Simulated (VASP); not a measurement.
A run of VASP 6.6.1 is set up as follows.

Contents of INCAR:

```
SYSTEM = TePb4Se3
ALGO = Normal
EDIFF = 1E-6
ENCUT = 520
GGA = PE
ISIF = 2
ISMEAR = 0
LASPH = .TRUE.
LCHARG = .FALSE.
LREAL = .FALSE.
LWAVE = .FALSE.
NBANDS = 50
NELM = 80
PREC = Accurate
SIGMA = 0.01
```

Contents of KPOINTS:

```
k-points
0
G
  6 6 6
  0 0 0
```

POSCAR

```
TePb4Se3
1.0
    6.3176684317      0.0000000000      0.0000000000
    0.0000000000      6.3176684317      0.0000000000
    0.0000000000      0.0000000000      6.3176684317
Te Pb Se
1 4 3
Direct
    0.5000000000      0.5000000000      0.5000000000
    0.0000000000      0.0000000000      0.0000000000
    0.5000000000      0.0000000000      0.5000000000
    0.0000000000      0.5000000000      0.5000000000
    0.5000000000      0.5000000000      0.0000000000
    0.0000000000      0.5000000000      0.0000000000
    0.5000000000      0.0000000000      0.0000000000
    0.0000000000      0.0000000000      0.5000000000
```

Potentials or basis: VASP PAW PBE potentials, release 64 (Te, Pb_d, Se).

Run with:

```sh
$ cat potpaw_PBE.64/Te/POTCAR potpaw_PBE.64/Pb_d/POTCAR potpaw_PBE.64/Se/POTCAR > POTCAR
$ mpirun -np 1 vasp_std > vasp.out
```

(1) Predict the pressure.

(2) What does it give for the band gap on the k mesh?

Results:

(1) 0.0 GPa.

(2) 0.30 eV.

Caveat: spin-orbit coupling is left out, which moves the levels of the heavy elements.
